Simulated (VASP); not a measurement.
Crystal: NbAs.

```
Nb As
1.0
    -1.72585    1.72585    5.84000
     1.72585   -1.72585    5.84000
     1.72585    1.72585   -5.84000
Nb As
2 2
Direct
  0.50000 0.00000 0.50000
  0.75000 0.75000 0.00000
  0.91600 0.41600 0.50000
  0.16600 0.16600 0.00000
```

* Program: VASP 6.6.1
* Task: relaxation of cell and atoms
* Functional: PBE
* Potentials or basis: VASP PAW PBE potentials, release 64 (Nb_sv, As)
* Cutoff: 600 eV
* k mesh: 11 × 11 × 11
* Occupations: fermi-dirac, width 0.05 eV
* Spin: no spin polarisation

At the start: pressure 3.3 GPa; volume 17.39 Å³/atom.

Q: Where does the relaxation end?

A: Over 10 steps the energy falls by 5.2 meV/atom and the volume is 17.73 Å³/atom (+1.9 %); space group I4_1md (No. 109, to 0.1 Å) before and after.

Step by step:
| step | energy change (eV) | largest force (eV/Å) | pressure (GPa) | volume (Å³) |
| --- | --- | --- | --- | --- |
| 1 | 0.0000 | 0.2987 | 3.31 | 69.58 |
| 2 | 0.0170 | 0.0614 | -4.96 | 73.26 |
| 3 | -0.0189 | 0.1319 | -0.38 | 71.09 |
| 4 | -0.0189 | 0.1349 | -0.34 | 71.06 |
| 5 | -0.0206 | 0.0063 | 0.12 | 70.87 |
| 6 | -0.0207 | 0.0115 | 0.08 | 70.89 |
| 7 | -0.0209 | 0.0010 | -0.10 | 70.95 |
| 8 | -0.0209 | 0.0065 | -0.16 | 70.98 |
| 9 | -0.0209 | 0.0039 | 0.10 | 70.84 |
| 10 | -0.0209 | 0.0050 | 0.00 | 70.90 |

Final structure:
```
CELL_PARAMETERS angstrom
-1.73719 1.73719 5.87357
1.73719 -1.73719 5.87357
1.73719 1.73719 -5.87357
ATOMIC_POSITIONS crystal
Nb 0.49885 0.99885 0.50000
Nb 0.74885 0.74885 0.00000
As 0.91715 0.41715 0.50000
As 0.16715 0.16715 0.00000
```
